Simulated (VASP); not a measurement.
A run of VASP 6.6.1:

POSCAR

```
BN
1.0
    0.0000000000      1.7858059850      1.8673910300
    1.7858059850      0.0000000000      1.8673910300
    1.7858059850      1.7858059850      0.0000000000
B N
1 1
Direct
    0.0000000000      0.0000000000      0.0000000000
    0.7500000000      0.7500000000      0.7500000000
```

File INCAR.step1:

```
PREC = Accurate
ENCUT = 520
ISMEAR = 0
SIGMA = 0.05
LREAL = False
LASPH = True
NELM = 60
NBANDS = 11
GGA = PE
ALGO = Normal
EDIFF = 1E-4
LWAVE = True
LCHARG = False
```

The input INCAR.step2:

```
PREC = Accurate
ENCUT = 520
EDIFF = 1E-6
ISMEAR = 0
SIGMA = 0.05
LREAL = False
LASPH = True
NELM = 60
ALGO = Normal
ISIF = 2
LWAVE = False
LCHARG = True
METAGGA = R2SCAN
LMIXTAU = True
LELF = True
LVHAR = True
NBANDS = 11
ISTART = 1
```

The input KPOINTS:

```
Automatic mesh
0
Gamma
  12 12 12
```

Potentials or basis: VASP PAW PBE potentials, release 64 (B, N).

The run is started by

```console
$ cat potpaw_PBE.64/B/POTCAR potpaw_PBE.64/N/POTCAR > POTCAR
$ cp INCAR.step1 INCAR
$ mpirun -np 1 vasp_std > vasp.out
$ cp INCAR.step2 INCAR
$ mpirun -np 1 vasp_std > vasp.out
```

Hardware: 1 thread of Intel Xeon 8259CL, with other jobs on the host.

Q: How long does it take, and how much memory?

A: Run time: 120 s on 1 thread of Intel Xeon 8259CL (shared host), peak memory 0.13 GiB. Counts: k points 163.
